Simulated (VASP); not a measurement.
# Zn5Se2S3 (I-4m2) in VASP: single point with PBE

Aim: the single point of Zn5Se2S3 with PBE.

All numbers are computed with VASP 6.6.1; they aren't measurements. Logs are shortened: lines on timing, memory, paths and dates and some standing lists are left out, and cuts for length are marked.

## (1) The cell of the first run

Symmetry: I-4m2, No. 119, tetragonal system. The conventional cell has a = 3.932 Å, b = 3.932 Å, c = 27.775 Å, α = 90.00°, β = 90.00°, γ = 90.00°. Within 3.2 Å of Zn (site symmetry -4m2) lie 4 Se at 2.46 Å. Within 3.1 Å of Zn (site symmetry 2mm) lie 2 S at 2.37 Å and 2 Se at 2.46 Å. Zn (site symmetry 2mm) has 4 S at 2.37 Å within 3.1 Å. Se (site symmetry 2mm) has 4 Zn at 2.46 Å within 3.2 Å. Within 3.1 Å of S (site symmetry 2mm) lie 4 Zn at 2.37 Å. S (site symmetry -4m2) has 4 Zn at 2.37 Å within 3.1 Å.

## (2) Single point, PBE

INCAR reads:

```
  PREC = Accurate
  ENCUT = 520
  EDIFF = 1E-6
  ISMEAR = 0
  SIGMA = 0.1
  LREAL = False
  LASPH = True
  NELM = 60
  ALGO = Normal
  ISIF = 2
  LWAVE = False
  LCHARG = False
  GGA = PE
  NBANDS = 56
```

KPOINTS reads:

```
Automatic mesh
0
Gamma
  4 4 4
```

POSCAR reads:

```
Zn5Se2S3
1.0
    0.0000000000     -3.9319460773      0.0000000000
    3.9319460773      0.0000000000      0.0000000000
   -1.9659730387      1.9659730387     13.8875552187
Zn Se S
5 2 3
Direct
    0.0000000000      0.0000000000      0.0000000000
    0.6065236315      0.6065236315      0.2130472631
    0.2022378865      0.2022378865      0.4044757729
    0.7977621135      0.7977621135      0.5955242271
    0.3934763685      0.3934763685      0.7869527369
    0.5532207610      0.0532207610      0.1064415219
    0.9467792390      0.4467792390      0.8935584781
    0.1543804129      0.6543804129      0.3087608258
    0.7500000000      0.2500000000      0.5000000000
    0.3456195871      0.8456195871      0.6912391742
```

Potentials or basis: VASP PAW PBE potentials, release 64 (Zn, Se, S).

Launch:

```bash
> cat potpaw_PBE.64/Zn/POTCAR potpaw_PBE.64/Se/POTCAR potpaw_PBE.64/S/POTCAR > POTCAR
> mpirun -np 1 vasp_std > vasp.out
```

OUTCAR:

```text
PREC = Accurate
   ENCUT = 520
   EDIFF = 1E-6
   ISMEAR = 0
   LREAL = False
   LASPH = True
   NELM = 60
   ISIF = 2
   GGA = PE

 ion  position               nearest neighbor table
   1  0.000  0.000  0.000-   6 2.46   7 2.46   6 2.46   7 2.46
   2  0.607  0.607  0.213-   8 2.37   8 2.37   6 2.46   6 2.46
   3  0.202  0.202  0.404-   9 2.37   9 2.37   8 2.37   8 2.37
   4  0.798  0.798  0.596-   9 2.37   9 2.37  10 2.37  10 2.37
   5  0.393  0.393  0.787-  10 2.37  10 2.37   7 2.46   7 2.46
   6  0.553  0.053  0.106-   1 2.46   1 2.46   2 2.46   2 2.46
   7  0.947  0.447  0.894-   1 2.46   1 2.46   5 2.46   5 2.46
   8  0.154  0.654  0.309-   2 2.37   2 2.37   3 2.37   3 2.37
   9  0.750  0.250  0.500-   4 2.37   3 2.37   4 2.37   3 2.37
  10  0.346  0.846  0.691-   5 2.37   5 2.37   4 2.37   4 2.37

  LATTYP: Found a body centered tetragonal cell.
 ALAT       =     3.9319460773
 C/A-ratio  =     7.0639601590

  Lattice vectors:

 A1 = (  -1.9659730386,  -1.9659730387, -13.8875552187)
 A2 = (   1.9659730387,   1.9659730386, -13.8875552187)
 A3 = (   1.9659730386,  -1.9659730386,  13.8875552187)

Analysis of symmetry for initial positions (statically):
=====================================================================
 Subroutine PRICEL returns:
 Original cell was already a primitive cell.

 Routine SETGRP: Setting up the symmetry group for a
 body centered tetragonal supercell.

 Subroutine GETGRP returns: Found  8 space group operations
 (whereof  8 operations were pure point group operations)
 out of a pool of 16 trial point group operations.

The static configuration has the point symmetry D_2d.

Analysis of symmetry for dynamics (positions and initial velocities):
=====================================================================
 Subroutine PRICEL returns:
 Original cell was already a primitive cell.

 Routine SETGRP: Setting up the symmetry group for a
 body centered tetragonal supercell.

 Subroutine GETGRP returns: Found  8 space group operations
 (whereof  8 operations were pure point group operations)
 out of a pool of 16 trial point group operations.

The dynamic configuration has the point symmetry D_2d.

 Subroutine INISYM returns: Found  8 space group operations
 (whereof  8 operations are pure point group operations),
 and found     1 'primitive' translations
[... 104 lines left out ...]
   NFREE  =      0    steps in history (QN), initial steepest desc. (CG)
   ISIF   =      2    stress and relaxation
   ISYM   =      2    0-nonsym 1-usesym 2-fastsym
   POTIM  = 0.5000    time-step for ionic-motion
   TEBEG  =    0.0;   TEEND  =   0.0 temperature during run
   PSTRESS=    0.0 pullay stress
   NELECT =      90.0000    total number of electrons
   NUPDOWN=      -1.0000    fix difference up-down
   EMIN   =  10.00;   EMAX   =-10.00  energy-range for DOS
   EFERMI =   0.00;   METHOD = LEGACY
   ISMEAR =     0;   SIGMA  =   0.10  broadening in eV -4-tet -1-fermi 0-gaus
   EFERMI_NEDOS =   21; number of points for ismear=-14 and -15
   IALGO  =     38    algorithm
   IMIX   =      4    mixing-type and parameters
     AMIX     =   0.40;   BMIX     =  1.00
     AMIX_MAG =   1.60;   BMIX_MAG =  1.00
  volume/ion in A,a.u.               =      21.47       144.89
  Fermi-wavevector in a.u.,A,eV,Ry     =   1.225205  2.315301 20.424071  1.501127
  Thomas-Fermi vector in A             =   2.360251
   LORBIT       =      0    0 simple, 1 ext, 2 COOP (PROOUT), +10 PAW based schemes
   GGA     = PE    functional components
   LHFCALC =     F    Hartree Fock is set to
   AEXX    =    0.0000 exact exchange contribution
   IVDW    =     0    specifies the selected vdW correction
   LEPSILON=     F    determine dielectric tensor
   LRPA    =     F    only Hartree local field effects (RPA)
 non-spin polarized calculation
 Gauss-broadening in eV      SIGMA  =   0.10
  energy-cutoff  :      520.00
  volume of cell :      214.70
 maximum number of plane-waves:      5848
 NGX is ok and might be reduce to    30
   NGX = 15   NGY = 15   NGZ = 53

 number of electron      89.9999971 magnetization

 Free energy of the ion-electron system (eV)
  ---------------------------------------------------
  ext. energy  EPLUGINS =         0.00000000
  ---------------------------------------------------
  free energy    TOTEN  =       -32.45067542 eV

  energy without entropy =      -32.45067542  energy(sigma->0) =      -32.45067542

 E-fermi :   2.2150     XC(G=0):  -9.3800

 val. band max:        1.7789037716   @ k =   0.0000   0.0000   0.0000
 cond. band min:       3.3087379711   @ k =   0.0000   0.0000   0.0000
 fundamental gap:      1.5298341995
 Fermi energy:         2.2150388666

 k-point     1 :       0.0000    0.0000    0.0000
  band No.  band energies     occupation
      1     -11.3483      2.00000
      2     -11.0058      2.00000
      3     -10.9841      2.00000
      4     -10.3716      2.00000
      5     -10.3458      2.00000
      6      -4.7326      2.00000
[... 756 lines left out ...]
     55       7.3746      0.00000
     56       8.2098      0.00000

------------------------ aborting loop because EDIFF is reached ----------------------------------------

  FORCE on cell =-STRESS in cart. coord.  units (eV):
  Direction    XX          YY          ZZ          XY          YZ          ZX
  --------------------------------------------------------------------------------------
  -------------------------------------------------------------------------------------
  Total        0.5155611      0.5155611      0.0606499      0.0000000      0.0000000     -0.0000000
  in kB        3.8472448      3.8472448      0.4525849      0.0000000      0.0000000     -0.0000000
  external PRESSURE =       2.7156915 kB  Pullay stress =       0.0000000 kB

 VOLUME and BASIS-vectors are now :
 -----------------------------------------------------------------------------
  energy-cutoff  :      520.00
  volume of cell :      214.70
      direct lattice vectors                 reciprocal lattice vectors
     0.000000000 -3.931946077  0.000000000     0.000000000 -0.254326987  0.036003457
     3.931946077  0.000000000  0.000000000     0.254326987  0.000000000  0.036003457
    -1.965973039  1.965973039 13.887555219     0.000000000  0.000000000  0.072006914

 POSITION                                       TOTAL-FORCE (eV/Angst)
 -----------------------------------------------------------------------------------
      0.00000      0.00000      0.00000        -0.000000      0.000000      0.000000
      1.96597     -1.96597      2.95871        -0.000000      0.000000      0.000821
      0.00000     -0.00000      5.61718         0.000000     -0.000000     -0.000681
      1.96597     -1.96597      8.27038        -0.000000      0.000000      0.000681
      0.00000     -0.00000     10.92885         0.000000     -0.000000     -0.000821
      0.00000     -1.96597      1.47821        -0.000000      0.000000      0.003971
     -0.00000     -1.96597     12.40934         0.000000     -0.000000     -0.003971
      1.96597      0.00000      4.28793        -0.000000      0.000000      0.002886
     -0.00000     -1.96597      6.94378        -0.000000      0.000000      0.000000
      1.96597      0.00000      9.59962         0.000000     -0.000000     -0.002886
 -----------------------------------------------------------------------------------
    total drift:                               -0.000010     -0.000010      0.000000

  FREE ENERGIE OF THE ION-ELECTRON SYSTEM (eV)
  ---------------------------------------------------
  free  energy   TOTEN  =       -32.4506754242 eV

  energy  without entropy=      -32.4506754242  energy(sigma->0) =      -32.45067542
```

OSZICAR:

```text
N       E                     dE             d eps       ncg     rms          rms(c)
DAV:   1     0.755477702722E+03    0.75548E+03   -0.40650E+04  1456   0.188E+03
DAV:   2     0.760294298239E+02   -0.67945E+03   -0.65262E+03  1456   0.451E+02
DAV:   3    -0.289686484428E+02   -0.10500E+03   -0.10321E+03  1664   0.158E+02
DAV:   4    -0.342632316175E+02   -0.52946E+01   -0.52727E+01  1696   0.357E+01
DAV:   5    -0.343457625324E+02   -0.82531E-01   -0.82500E-01  1680   0.445E+00    0.130E+01
DAV:   6    -0.324290388771E+02    0.19167E+01   -0.41700E+00  2176   0.387E+01    0.101E+01
DAV:   7    -0.325004970442E+02   -0.71458E-01   -0.43522E+00  1624   0.760E+00    0.375E+00
DAV:   8    -0.324491722953E+02    0.51325E-01   -0.25280E-01  1904   0.459E+00    0.120E+00
DAV:   9    -0.324500102723E+02   -0.83798E-03   -0.70754E-02  1880   0.244E+00    0.459E-01
DAV:  10    -0.324500635553E+02   -0.53283E-04   -0.39117E-03  1752   0.987E-01    0.264E-01
DAV:  11    -0.324503143208E+02   -0.25077E-03   -0.92497E-04  1928   0.232E-01    0.139E-01
DAV:  12    -0.324506616386E+02   -0.34732E-03   -0.48000E-04  1632   0.167E-01    0.531E-02
DAV:  13    -0.324506702163E+02   -0.85777E-05   -0.46195E-05  1712   0.123E-01    0.284E-02
DAV:  14    -0.324506729302E+02   -0.27139E-05   -0.20133E-05  1760   0.396E-02    0.952E-03
DAV:  15    -0.324506753412E+02   -0.24110E-05   -0.10457E-05  1712   0.216E-02    0.419E-03
DAV:  16    -0.324506754242E+02   -0.83033E-07   -0.58745E-07  1016   0.105E-02
   1 F= -.32450675E+02 E0= -.32450675E+02  d E =-.993237E-11
```

Run time: 2.2 min. Hardware: 1 thread of AMD EPYC 7R13 (Zen 3), shared host; peak memory 0.34 GiB.

What came out:

```yaml
Free_energy: -32.4507 eV
Pressure: 0.3 GPa
Largest_force: 0.004 eV/Å
Band_gap_on_the_k_mesh: 1.53 eV
```

Forces in eV/Å, atoms in the order of the input:
```
Zn   0.000  0.000  0.000
Zn   0.000  0.000  0.001
Zn   0.000  0.000 -0.001
Zn   0.000  0.000  0.001
Zn   0.000  0.000 -0.001
Se   0.000  0.000  0.004
Se   0.000  0.000 -0.004
S    0.000  0.000  0.003
S    0.000  0.000  0.000
S    0.000  0.000 -0.003
```

Stress tensor (GPa, compression positive):
```
0.38 0.00 0.00
0.00 0.38 0.00
0.00 0.00 0.05
```

Levels at points of the mesh, in eV from the valence-band top:
```
           k point  band 42  band 43  band 44  band 45  band 46  band 47  band 48  band 49
(0.00, 0.00, 0.00)    -0.94    -0.13     0.00     0.00     1.53     3.28     3.38     3.68
(0.50, 0.00, 0.00)    -1.24    -0.95    -0.51    -0.50     2.80     3.28     3.39     4.16
(0.50, 0.50, 0.00)    -2.35    -2.24    -2.20    -2.14     3.16     3.68     3.69     3.81
(0.00, 0.00, 0.50)    -0.55    -0.55    -0.11    -0.11     2.40     2.53     3.17     3.56
```

A k mesh can miss the band edges.
